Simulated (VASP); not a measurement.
# MgCdTe3 (P6/mmm) in VASP: a series of runs

Runs on MgCdTe3. Level: PBE. Tasks: single point, relaxation of cell and atoms.

Everything below comes from runs of VASP 6.6.1. Logs are shortened: lines on timing, memory, paths and dates and some standing lists are left out, and cuts for length are marked.

## Step 1: The cell of the first run

The structure is hexagonal, space group P6/mmm (No. 191). The conventional cell has a = 6.414 Å, b = 6.414 Å, c = 5.521 Å, α = 90.00°, β = 90.00°, γ = 120.00°. Mg (site symmetry 6/mmm) has 2 Cd at 2.76 Å within 3.6 Å. Cd (site symmetry 6/mmm) has 2 Mg at 2.76 Å and 6 Te at 3.21 Å within 3.6 Å. Te (site symmetry mmm) has 4 Te at 3.21 Å and 2 Cd at 3.21 Å and 4 Mg at 4.23 Å within 4.3 Å.

The cell was generated, and may not be a known phase.

## Step 2: Single point, PBE

INCAR

```
SYSTEM = MgCdTe3
ALGO = Normal ; EDIFF = 1E-6
ENCUT = 520 ; GGA = PE
ISIF = 2 ; ISMEAR = 0
LASPH = .True. ; LCHARG = .False.
LREAL = .False. ; LWAVE = .False.
NBANDS = 24 ; NELM = 100
PREC = Accurate ; SIGMA = 0.1
```

KPOINTS

```
k-points
0
Gamma
  6 6 8
  0 0 0
```

POSCAR

```
MgCdTe3
1.0
    6.4136584243      0.0000000000      0.0000000000
   -3.2068292121      5.5543911266      0.0000000000
    0.0000000000      0.0000000000      5.5210650508
Mg Cd Te
1 1 3
Direct
    0.0000000000      0.0000000000      0.5000000000
    0.0000000000      0.0000000000      0.0000000000
    0.5000000000      0.0000000000      0.0000000000
    0.0000000000      0.5000000000      0.0000000000
    0.5000000000      0.5000000000      0.0000000000
```

Potentials or basis: VASP PAW PBE potentials, release 64 (Mg, Cd, Te).

Run with:

```console
> cat potpaw_PBE.64/Mg/POTCAR potpaw_PBE.64/Cd/POTCAR potpaw_PBE.64/Te/POTCAR > POTCAR
> mpirun -np 1 vasp_std > vasp.out
```

OUTCAR:

```text
SYSTEM = MgCdTe3
   EDIFF = 1E-6
   ENCUT = 520
   GGA = PE
   ISIF = 2
   ISMEAR = 0
   LASPH = .True.
   LREAL = .False.
   NELM = 100
   PREC = Accurate

 ion  position               nearest neighbor table
   1  0.000  0.000  0.500-   2 2.76   2 2.76
   2  0.000  0.000  0.000-   1 2.76   1 2.76   4 3.21   4 3.21   5 3.21   5 3.21   3 3.21   3 3.21

   3  0.500  0.000  0.000-   5 3.21   5 3.21   4 3.21   4 3.21   2 3.21   2 3.21
   4  0.000  0.500  0.000-   2 3.21   2 3.21   3 3.21   3 3.21   5 3.21   5 3.21
   5  0.500  0.500  0.000-   3 3.21   3 3.21   2 3.21   2 3.21   4 3.21   4 3.21

  LATTYP: Found a hexagonal cell.
 ALAT       =     6.4136584243
 C/A-ratio  =     0.8608292936

  Lattice vectors:

 A1 = (   6.4136584243,   0.0000000000,   0.0000000000)
 A2 = (  -3.2068292121,   5.5543911266,   0.0000000000)
 A3 = (   0.0000000000,   0.0000000000,   5.5210650508)

Analysis of symmetry for initial positions (statically):
=====================================================================
 Subroutine PRICEL returns:
 Original cell was already a primitive cell.

 Routine SETGRP: Setting up the symmetry group for a
 hexagonal supercell.

 Subroutine GETGRP returns: Found 24 space group operations
 (whereof 24 operations were pure point group operations)
 out of a pool of 24 trial point group operations.

The static configuration has the point symmetry D_6h.

Analysis of symmetry for dynamics (positions and initial velocities):
=====================================================================
 Subroutine PRICEL returns:
 Original cell was already a primitive cell.

 Routine SETGRP: Setting up the symmetry group for a
 hexagonal supercell.

 Subroutine GETGRP returns: Found 24 space group operations
 (whereof 24 operations were pure point group operations)
 out of a pool of 24 trial point group operations.

The dynamic configuration has the point symmetry D_6h.

 Subroutine INISYM returns: Found 24 space group operations
 (whereof 24 operations are pure point group operations),
 and found     1 'primitive' translations

----------------------------------------------------------------------------------------

                                     Primitive cell

  volume of cell :     196.6822

  direct lattice vectors                    reciprocal lattice vectors
     6.413658424  0.000000000  0.000000000     0.155917253  0.090018868  0.000000000
    -3.206829212  5.554391127  0.000000000     0.000000000  0.180037735  0.000000000
     0.000000000  0.000000000  5.521065051     0.000000000  0.000000000  0.181124473

  length of vectors
     6.413658424  6.413658424  5.521065051     0.180037735  0.180037735  0.181124473

  position of ions in fractional coordinates (direct lattice)
     0.000000000  0.000000000  0.500000000
     0.000000000  0.000000000  0.000000000
     0.500000000  0.000000000  0.000000000
     0.000000000  0.500000000  0.000000000
     0.500000000  0.500000000  0.000000000

  ion indices of the primitive-cell ions
   primitive index   ion index
                 1           1
                 2           2
                 3           3
                 4           4
                 5           5

----------------------------------------------------------------------------------------

 KPOINTS: k-points

Automatic generation of k-mesh.
 Grid dimensions read from file:
 generate k-points for:    6    6    8

 Generating k-lattice:

  Cartesian coordinates                     Fractional coordinates (reciprocal lattice)
     0.025986209  0.015003145  0.000000000     0.166666667  0.000000000  0.000000000
     0.000000000  0.030006289  0.000000000     0.000000000  0.166666667  0.000000000
     0.000000000  0.000000000  0.022640559     0.000000000  0.000000000  0.125000000

  Length of vectors
     0.030006289  0.030006289  0.022640559

  Shift w.r.t. Gamma in fractional coordinates (k-lattice)
     0.000000000  0.000000000  0.000000000

 Subroutine IBZKPT returns following result:
 ===========================================

 Found     35 irreducible k-points:

 Following reciprocal coordinates:
            Coordinates               Weight
  0.000000  0.000000  0.000000      1.000000
  0.166667 -0.000000  0.000000      6.000000
  0.333333 -0.000000  0.000000      6.000000
  0.500000 -0.000000  0.000000      3.000000
  0.166667  0.166667  0.000000      6.000000
  0.333333  0.166667  0.000000     12.000000
[... 16 lines left out ...]
  0.166667 -0.000000  0.375000     12.000000
  0.333333 -0.000000  0.375000     12.000000
 [... further k-points ...]
   k-points           NKPTS =     35   k-points in BZ     NKDIM =     35   number of bands    NBANDS=     24
   number of dos      NEDOS =    301   number of ions     NIONS =      5
   total plane-waves  NPLWV =  96768
   dimension x,y,z NGX =    48 NGY =   48 NGZ =   42
   dimension x,y,z NGXF=    96 NGYF=   96 NGZF=   84
   ions per type =               1   1   3
[... 65 lines left out ...]
 fundamental gap:      0.0389394288
 Fermi energy:         2.2893823425

 k-point     1 :       0.0000    0.0000    0.0000
  band No.  band energies     occupation
      1      -9.9891      2.00000
      2      -7.5366      2.00000
      3      -7.5366      2.00000
      4      -6.4600      2.00000
      5      -6.2753      2.00000
      6      -6.2753      2.00000
[... 16 lines left out ...]
     23       7.6472      0.00000
     24       7.6938      0.00000

 k-point     2 :       0.1667   -0.0000    0.0000
  band No.  band energies     occupation
      1      -9.8820      2.00000
      2      -7.7655      2.00000
      3      -7.5140      2.00000
      4      -6.4681      2.00000
      5      -6.2772      2.00000
      6      -6.2758      2.00000
[... 16 lines left out ...]
     23       7.8702      0.00000
     24       7.9709      0.00000

 k-point     3 :       0.3333   -0.0000    0.0000
  band No.  band energies     occupation
      1      -9.5823      2.00000
      2      -8.2952      2.00000
      3      -7.4623      2.00000
      4      -6.4880      2.00000
      5      -6.2811      2.00000
      6      -6.2770      2.00000
[... 16 lines left out ...]
     23       7.3158      0.00000
     24       7.6995      0.00000

 k-point     4 :       0.5000   -0.0000    0.0000
  band No.  band energies     occupation
      1      -9.2933      2.00000
      2      -8.6911      2.00000
      3      -7.4322      2.00000
      4      -6.5000      2.00000
      5      -6.2905      2.00000
      6      -6.2830      2.00000
[... 16 lines left out ...]
     23       6.0659      0.00000
     24       7.5538      0.00000

 k-point     5 :       0.1667    0.1667    0.0000
  band No.  band energies     occupation
      1      -9.6763      2.00000
      2      -8.1220      2.00000
      3      -7.5118      2.00000
      4      -6.4792      2.00000
      5      -6.2798      2.00000
      6      -6.2770      2.00000
[... 16 lines left out ...]
     23       8.0275      0.00000
     24       8.0999      0.00000

 k-point     6 :       0.3333    0.1667    0.0000
  band No.  band energies     occupation
      1      -9.3215      2.00000
      2      -8.6112      2.00000
      3      -7.5333      2.00000
      4      -6.4779      2.00000
      5      -6.2821      2.00000
      6      -6.2785      2.00000
[... 16 lines left out ...]
     23       6.6536      0.00000
     24       7.9373      0.00000
[... 379 lines left out ...]
 k-point    21 :       0.3333    0.3333    0.2500
  band No.  band energies     occupation
      1      -8.9554      2.00000
      2      -8.9554      2.00000
      3      -7.6172      2.00000
      4      -6.4289      2.00000
      5      -6.2831      2.00000
      6      -6.2831      2.00000
[... 16 lines left out ...]
     23       7.0111      0.00000
     24       7.0111      0.00000

 k-point    22 :       0.0000    0.0000    0.3750
  band No.  band energies     occupation
      1      -9.9692      2.00000
      2      -7.5246      2.00000
      3      -7.5246      2.00000
      4      -6.4196      2.00000
      5      -6.2784      2.00000
      6      -6.2784      2.00000
[... 16 lines left out ...]
     23       6.7490      0.00000
     24       9.4855      0.00000

 k-point    23 :       0.1667   -0.0000    0.3750
  band No.  band energies     occupation
      1      -9.8624      2.00000
      2      -7.7520      2.00000
      3      -7.5012      2.00000
      4      -6.4297      2.00000
      5      -6.2806      2.00000
      6      -6.2791      2.00000
[... 16 lines left out ...]
     23       7.0782      0.00000
     24       8.4818      0.00000

 k-point    24 :       0.3333   -0.0000    0.3750
  band No.  band energies     occupation
      1      -9.5636      2.00000
      2      -8.2792      2.00000
      3      -7.4476      2.00000
      4      -6.4550      2.00000
      5      -6.2850      2.00000
      6      -6.2803      2.00000
[... 16 lines left out ...]
     23       7.6176      0.00000
     24       7.6879      0.00000

 [... further k-points ...]
[... 5 lines left out ...]
  --------------------------------------------------------------------------------------
  -------------------------------------------------------------------------------------
  Total       -0.0042819     -0.0042819      0.0363667     -0.0000000      0.0000000      0.0000000
  in kB       -0.0348805     -0.0348805      0.2962437     -0.0000000      0.0000000      0.0000000
  external PRESSURE =       0.0754943 kB  Pullay stress =       0.0000000 kB

 VOLUME and BASIS-vectors are now :
 -----------------------------------------------------------------------------
  energy-cutoff  :      520.00
  volume of cell :      196.68
      direct lattice vectors                 reciprocal lattice vectors
     6.413658424  0.000000000  0.000000000     0.155917253  0.090018868  0.000000000
    -3.206829212  5.554391127  0.000000000     0.000000000  0.180037735  0.000000000
     0.000000000  0.000000000  5.521065051     0.000000000  0.000000000  0.181124473

 POSITION                                       TOTAL-FORCE (eV/Angst)
 -----------------------------------------------------------------------------------
      0.00000      0.00000      2.76053        -0.000000      0.000000      0.000000
      0.00000      0.00000      0.00000        -0.000000      0.000000      0.000000
      3.20683      0.00000      0.00000        -0.000000      0.000000      0.000000
     -1.60341      2.77720      0.00000        -0.000000      0.000000      0.000000
      1.60341      2.77720      0.00000         0.000000      0.000000      0.000000
 -----------------------------------------------------------------------------------
    total drift:                               -0.000000      0.000000      0.000000

  FREE ENERGIE OF THE ION-ELECTRON SYSTEM (eV)
  ---------------------------------------------------
  free  energy   TOTEN  =       -10.1742703797 eV

  energy  without entropy=      -10.1478202626  energy(sigma->0) =      -10.16104532
```

Wall time 3.9 min (1 thread of Intel Xeon 8259CL, shared host); peak memory 0.42 GiB.

What came out:

```yaml
Free_energy: -10.1743 eV
Pressure: 0.0 GPa
Band_gap_on_the_k_mesh: zero (bands 16 and 17 overlap by 1.84 eV)
```

Caveat: spin-orbit coupling is left out, which moves the levels of the heavy elements.

## Step 3: Relaxation of cell and atoms, PBE

This run uses another cell than the first one, of 35.44 Å³/atom.

INCAR

```
ALGO     = Normal         # electronic algorithm
EDIFF    = 1E-6           # SCF threshold, eV
EDIFFG   = -0.04          # ionic threshold
ENCUT    = 600            # plane-wave cutoff, eV
GGA      = PE             # functional
IBRION   = 2              # ionic algorithm
ISIF     = 3              # what is computed and relaxed
ISMEAR   = 0              # smearing method
LASPH    = T              # aspherical terms in the spheres
LCHARG   = F              # write CHGCAR
LREAL    = F              # projectors in reciprocal space
LWAVE    = F              # write WAVECAR
NELM     = 100            # most SCF steps
NSW      = 90             # ionic steps
PREC     = Accurate       # precision mode
SIGMA    = 0.1            # smearing width, eV
```

KPOINTS

```
k-points
0
Gamma
  3 3 4
```

Changes to POSCAR since step 2:

```diff
@@ -2,5 +2,5 @@
 1.0
-    6.4136584243      0.0000000000      0.0000000000
-   -3.2068292121      5.5543911266      0.0000000000
-    0.0000000000      0.0000000000      5.5210650508
+    6.0807551000      0.0000000000      0.0000000000
+   -3.0403775500      5.2660883900      0.0000000000
+    0.0000000000      0.0000000000      5.5339968100
 Mg Cd Te
```

Potentials or basis: VASP PAW PBE potentials, release 64 (Mg, Cd, Te).

Run with:

```console
> cat potpaw_PBE.64/Mg/POTCAR potpaw_PBE.64/Cd/POTCAR potpaw_PBE.64/Te/POTCAR > POTCAR
> mpirun -np 1 vasp_std > vasp.out
```

Wall time 5.4 min (1 thread of Intel Xeon 8259CL, shared host); peak memory 0.39 GiB.

Results (log left out):

```
Free energy                           : -9.6048 eV
Relaxed volume                        : 40.37 Å³/atom
Relaxed cell                          : a = 6.498 Å, b = 6.498 Å, c = 5.520 Å, α = 90.00°, β = 90.00°, γ = 120.00°
Space group after relaxing (to 0.1 Å) : P6/mmm (No. 191)
Energy gained by relaxing             : 139.1 meV/atom
Ionic steps                           : 5
Pressure after relaxing               : 0.0 GPa
Band gap on the k mesh                : zero (bands 16 and 17 overlap by 1.34 eV)
```

Stress tensor (GPa, compression positive):
```
 0.11  0.00  0.00
 0.00  0.11  0.00
 0.00  0.00 -0.11
```

The path:
```csv
step,energy change (eV),largest force (eV/Å),pressure (GPa),volume (Å³)
1,0.0000,0.0000,6.55,177.21
2,-0.5714,0.0000,-1.82,216.32
3,-0.6955,0.0000,-0.07,202.80
4,-0.6953,0.0000,0.02,202.27
5,-0.6957,0.0000,0.04,201.87
```

Final structure:
```
Mg Cd Te
1.0
     6.49827    0.00000    0.00000
    -3.24914    5.62767    0.00000
     0.00000    0.00000    5.52019
Mg Cd Te
1 1 3
Direct
  0.00000 0.00000 0.50000
  0.00000 0.00000 0.00000
  0.50000 0.00000 0.00000
  0.00000 0.50000 0.00000
  0.50000 0.50000 0.00000
```

Levels at points of the mesh, in eV from the Fermi level:
| k point | band 12 | band 13 | band 14 | band 15 | band 16 | band 17 | band 18 | band 19 | band 20 |
| --- | --- | --- | --- | --- | --- | --- | --- | --- | --- |
| (0.00, 0.00, 0.00) | -3.32 | -2.54 | -0.09 | -0.09 | 1.33 | 1.67 | 1.67 | 2.55 | 2.55 |
| (0.00, 0.00, 0.50) | -3.49 | -2.61 | -0.45 | -0.45 | -0.44 | 1.69 | 2.68 | 2.70 | 2.70 |

Caveat: the k points lie up to 0.37 Å⁻¹ apart in the final cell, too coarse for converged energies and pressures of a metal; spin-orbit coupling is left out, which moves the levels of the heavy elements.

## Step 4: Relaxation of cell and atoms, PBE

This run uses another cell than the first one, of 40.32 Å³/atom.

INCAR

```
SYSTEM = MgCdTe3
ALGO = Normal
EDIFF = 1E-6
EDIFFG = -0.01
ENCUT = 600
GGA = PE
IBRION = 2
ISIF = 3
ISMEAR = 0
LASPH = .TRUE.
LCHARG = .FALSE.
LREAL = .FALSE.
LWAVE = .FALSE.
NELM = 80
NSW = 100
PREC = Accurate
SIGMA = 0.1
```

KPOINTS

```
k-points
0
G
  6 6 8
  0 0 0
```

Changes to POSCAR since step 3:

```diff
@@ -2,5 +2,5 @@
 1.0
-    6.0807551000      0.0000000000      0.0000000000
-   -3.0403775500      5.2660883900      0.0000000000
-    0.0000000000      0.0000000000      5.5339968100
+    6.5019145956      0.0000000000      0.0000000000
+   -3.2509572978      5.6308232130      0.0000000000
+    0.0000000000      0.0000000000      5.5061953301
 Mg Cd Te
```

Run with:

```console
> cat potpaw_PBE.64/Mg/POTCAR potpaw_PBE.64/Cd/POTCAR potpaw_PBE.64/Te/POTCAR > POTCAR
> mpirun -np 1 vasp_std > vasp.out
```

Run time: 17 min. Hardware: 1 thread of Intel Xeon 8259CL, shared host; peak memory 0.53 GiB.

The run converged. Its results:

```
Free energy                           : -10.1744 eV
Relaxed volume                        : 39.30 Å³/atom
Relaxed cell                          : a = 6.413 Å, b = 6.413 Å, c = 5.517 Å, α = 90.00°, β = 90.00°, γ = 120.00°
Space group after relaxing (to 0.1 Å) : P6/mmm (No. 191)
Energy gained by relaxing             : 4.9 meV/atom
Ionic steps                           : 5
Pressure after relaxing               : 0.0 GPa
Band gap on the k mesh                : zero (bands 16 and 17 overlap by 1.85 eV)
```

The path:
```
step  energy change (eV)  largest force (eV/Å)  pressure (GPa)  volume (Å³)
   1              0.0000                0.0000           -0.87       201.59
   2             -0.0233                0.0000            0.23       195.23
   3             -0.0244                0.0000            0.01       196.30
   4             -0.0244                0.0000            0.04       196.19
   5             -0.0245                0.0000            0.01       196.48
```

Final structure:
```yaml
crystal:
  lattice:
    - [6.41273, 0.00000, 0.00000]
    - [-3.20637, 5.55359, 0.00000]
    - [0.00000, 0.00000, 5.51695]
  atoms:
    - { symbol: Mg, position: [0.00000, 0.00000, 0.50000] }
    - { symbol: Cd, position: [0.00000, 0.00000, 0.00000] }
    - { symbol: Te, position: [0.50000, 0.00000, 0.00000] }
    - { symbol: Te, position: [0.00000, 0.50000, 0.00000] }
    - { symbol: Te, position: [0.50000, 0.50000, 0.00000] }
```

Levels at points of the mesh, in eV from the Fermi level:
| k point | band 13 | band 14 | band 15 | band 16 | band 17 | band 18 | band 19 | band 20 |
| --- | --- | --- | --- | --- | --- | --- | --- | --- |
| (0.00, 0.00, 0.00) | -2.72 | -0.15 | -0.15 | 1.25 | 1.71 | 1.71 | 2.67 | 2.67 |
| (0.50, 0.00, 0.00) | -1.46 | -1.25 | -1.09 | -0.22 | 0.05 | 1.17 | 1.80 | 2.57 |
| (0.00, 0.00, 0.50) | -2.65 | -0.50 | -0.50 | -0.40 | 1.73 | 2.70 | 2.79 | 2.81 |
| (0.50, 0.00, 0.50) | -2.13 | -1.23 | -1.05 | -0.67 | -0.60 | 1.04 | 2.84 | 3.01 |

Caveat: spin-orbit coupling is left out, which moves the levels of the heavy elements.

## Step 5: Summary

```tsv
task	cell	k mesh	cutoff (eV)	gap on the mesh (eV)	pressure (GPa)	relaxed volume (Å³/atom)
single point	a = 6.414, b = 6.414, c = 5.521 Å, angles 90.0, 90.0, 120.0°, 5 atoms	6 × 6 × 8	520	none	0.0	-
relaxation of cell and atoms	relaxed from a = 6.081, b = 6.081, c = 5.534 Å, angles 90.0, 90.0, 120.0°, 5 atoms	3 × 3 × 4	600	none	0.0	40.37
relaxation of cell and atoms	relaxed from a = 6.502, b = 6.502, c = 5.506 Å, angles 90.0, 90.0, 120.0°, 5 atoms	6 × 6 × 8	600	none	0.0	39.30
```

Alike in all rows: level PBE; potentials or basis VASP PAW PBE potentials, release 64 (Mg, Cd, Te); no spin polarisation; smearing gaussian 0.1 eV.

Caveats: some runs use coarse meshes; spin-orbit coupling is left out, which moves the levels of the heavy elements.

Absolute energies hang on the potentials; compare differences alone.

The gap in the log of VASP goes by the Fermi energy; the results here count the filled bands.